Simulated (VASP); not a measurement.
Wanted: the native input for a VASP 6.6.1 run.

- Task: single point
- Functional: PBE
- Potentials or basis: VASP PAW PBE potentials, release 64 (Ga_d, P)
- Cutoff: 520 eV
- k mesh: 1 × 1 × 1
- Occupations: gaussian, width 0.02 eV
- Spin: no spin polarisation
- Dipole correction: no
- Further INCAR settings: ALGO = Normal; EDIFF = 1e-06; NBANDS = 26

The structure of GaP lies in POSCAR:

```
GaP
1.0
    2.7593142159      1.5930908053      6.7252278051
   -2.7593142159      1.5930908053      6.7252278051
    0.0000000000     -3.1861816107      6.7252278051
Ga P
2 2
Direct
    0.3748961437      0.3748961437      0.3748961437
    0.6251038563      0.6251038563      0.6251038563
    0.0503789333      0.0503789333      0.0503789333
    0.9496210667      0.9496210667      0.9496210667
```

The input as run:

INCAR

```
PREC = Accurate
ENCUT = 520
EDIFF = 1E-6
ISMEAR = 0
SIGMA = 0.02
LREAL = False
LASPH = True
NELM = 60
ALGO = Normal
ISIF = 2
LWAVE = False
LCHARG = False
GGA = PE
NBANDS = 26
```

KPOINTS

```
regular mesh
0
Gamma
  1 1 1
```

Potentials or basis: VASP PAW PBE potentials, release 64 (Ga_d, P).

Run with:

```sh
$ cat potpaw_PBE.64/Ga_d/POTCAR potpaw_PBE.64/P/POTCAR > POTCAR
$ mpirun -np 1 vasp_gam > vasp.out
```

Results of the run:

```
Pressure               : 0.0 GPa
Largest force          : 0.076 eV/Å
Band gap on the k mesh : zero (filled and empty bands touch)
```

Caveat: the k points lie up to 1.35 Å⁻¹ apart; semilocal functionals underestimate gaps, so a narrow gap can read as zero.

It took 33 s on 1 thread of Intel(R) Xeon(R) Platinum 8259CL CPU @ 2.50GHz (Skylake/Cascade Lake), on a shared host, peak memory 0.4 GiB.
